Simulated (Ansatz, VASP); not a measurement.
**One calculation of CaZnC6N6, two programs**

```
Ca Zn C N
1.0
     0.00000    5.29700    5.29700
     5.29700    0.00000    5.29700
     5.29700    5.29700    0.00000
Ca Zn C N
1 1 6 6
Direct
  0.50000 0.50000 0.50000
  0.00000 0.00000 0.00000
  0.81905 0.18095 0.18095
  0.18095 0.81905 0.18095
  0.18095 0.18095 0.81905
  0.18095 0.81905 0.81905
  0.81905 0.18095 0.81905
  0.81905 0.81905 0.18095
  0.70861 0.29139 0.29139
  0.29139 0.70861 0.29139
  0.29139 0.29139 0.70861
  0.29139 0.70861 0.70861
  0.70861 0.29139 0.70861
  0.70861 0.70861 0.29139
```

Alike in both runs: task single point; functional PBE; k mesh 4 × 4 × 4; occupations gaussian, width 0.1 eV; collinear spin.

|  | VASP | Ansatz |
| --- | --- | --- |
| version | VASP 6.6.1 | Ansatz 0.2.0 |
| potentials or method | VASP PAW PBE potentials, release 64 (Ca_sv, Zn, C, N), cutoff 520 eV | scalar-relativistic, plane waves, PAW |
| valence electrons in the cell | 76 | 76 |

```csv
,VASP,Ansatz,Ansatz less VASP
gap on the k mesh at the Fermi level (eV),0.63,0.64,+0.013
least direct gap on the mesh (eV),0.69,0.70,+0.011
pressure (GPa),8.8,8.2,-0.61
rms of the force components (eV/Å),1.207,1.393,+0.1867
net moment per atom (μB),0.14,0.14,0.000
size of the moment on the site where the two differ most (μB),0.20,0.09,-0.107
```

Site moments also hang on the region over which each program counts them. Atom by atom the forces differ by 0.187 eV/Å (rms over components).

Noted on VASP's run: the standard files for N, O and F lose accuracy on very short bonds.
